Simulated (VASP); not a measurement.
TiSi2, 3 atoms in the cell. The structure is orthorhombic, space group Immm (No. 71). Conventional cell: a = 2.946 Å, b = 3.424 Å, c = 8.424 Å, α = 90.00°, β = 90.00°, γ = 90.00°. Ti (site symmetry mmm) has 10 Si at 2.67 to 2.78 Å and 4 Ti at 2.95 to 3.42 Å within 3.5 Å. Si (site symmetry mm2) has 9 Si at 2.63 to 3.42 Å and 5 Ti at 2.67 to 2.78 Å within 3.5 Å. 

* Program: VASP 6.6.1
* Task: relaxation of cell and atoms
* Functional: PBE
* Potentials or basis: VASP PAW PBE potentials, release 64 (Ti_sv, Si)
* Cutoff: 600 eV
* k mesh: 12 × 12 × 12
* Occupations: fermi-dirac, width 0.05 eV
* Spin: no spin polarisation
* Dipole correction: no
* Further INCAR settings: ALGO = Normal; EDIFF = 1e-07; IBRION = 2; EDIFFG = -0.01; NSW = 60; ISIF = 3

Potentials or basis: VASP PAW PBE potentials, release 64 (Ti_sv, Si).

Run with:

```console
$ cat potpaw_PBE.64/Ti_sv/POTCAR potpaw_PBE.64/Si/POTCAR > POTCAR
$ mpirun -np 1 vasp_std > vasp.out
```

Hardware: 1 thread of Intel(R) Xeon(R) 6975P-C (Granite Rapids), with other jobs on the host.

Question: Estimate the wall time of this run.

Answer: It took 8.1 min on 1 thread of Intel(R) Xeon(R) 6975P-C (Granite Rapids), on a shared host, peak memory 0.4 GiB. Counts: scf iterations 46, k points 280, ion steps 5.
